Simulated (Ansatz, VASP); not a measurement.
Be: VASP beside Ansatz

```xyz
2
Lattice="2.5065 0.0000 0.0000 0.0000 2.5065 0.0000 0.0000 0.0000 2.4908" Properties=species:S:1:pos:R:3 pbc="T T T"
Be    1.2533    0.0000    0.6227
Be    0.0000    1.2533    1.8681
```

Alike in both runs: functional PBE; k mesh 6 × 6 × 8; occupations gaussian, width 0.1 eV; no spin polarisation.

Ansatz relaxed the structure, and its values are those at the end. VASP's run is a single point on that final structure, the one shown.

|  | VASP | Ansatz |
| --- | --- | --- |
| version | VASP 6.6.1 | Ansatz 0.2.0 |
| potentials or method | VASP PAW PBE potentials, release 64 (Be), cutoff 520 eV | scalar-relativistic, plane waves, PAW |
| valence electrons in the cell | 4 | 4 |

|  | VASP | Ansatz | Ansatz less VASP |
| --- | --- | --- | --- |
| gap on the k mesh at the Fermi level (eV) | none | none | - |
| pressure (GPa) | 0.1 | 0.0 | -0.16 |

A gap of «none» marks a metal or a gap that the smearing closes. With one functional, cell and mesh, what is left measures potentials, basis and numerics.

The k mesh is coarse, so the values compare programs but aren't converged.
